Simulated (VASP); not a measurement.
Input of a VASP 6.6.1 run:

INCAR

```
PREC = Accurate
ENCUT = 600
EDIFF = 1E-7
ISMEAR = 0
SIGMA = 0.02
LREAL = False
LASPH = True
NELM = 60
ALGO = Normal
ISIF = 4
LWAVE = False
LCHARG = False
GGA = PS
IBRION = 2
NSW = 50
EDIFFG = -0.01
```

The input KPOINTS:

```
Automatic mesh
0
Gamma
  8 8 4
```

The input POSCAR:

```
F
1.0
    3.0242664781     -1.8010371544      0.1788206221
    3.0242664781      1.8010371544      0.1788206221
   -1.2311987720      0.0000000000      7.0043585133
F
4
Direct
    0.9345658886      0.5739469964      0.0933218935
    0.4260530036      0.0654341114      0.4066781065
    0.0654341114      0.4260530036      0.9066781065
    0.5739469964      0.9345658886      0.5933218935
```

Potentials or basis: VASP PAW PBE potentials, release 64 (F).

The run is started by

```console
$ cat potpaw_PBE.64/F/POTCAR > POTCAR
$ mpirun -np 1 vasp_std > vasp.out
```

Question: What does it give for the band gap on the k mesh?

Answer: 2.99 eV (least direct gap 3.00 eV).

Final structure:
```yaml
crystal:
  lattice:
    - [3.21836, -1.80884, 0.25375]
    - [3.21836, 1.80884, 0.25375]
    - [-1.11079, 0.00000, 6.53407]
  atoms:
    - { symbol: F, position: [0.91776, 0.58607, 0.09634] }
    - { symbol: F, position: [0.41393, 0.08224, 0.40366] }
    - { symbol: F, position: [0.08224, 0.41393, 0.90366] }
    - { symbol: F, position: [0.58607, 0.91776, 0.59634] }
```

 A k mesh can miss the band edges.
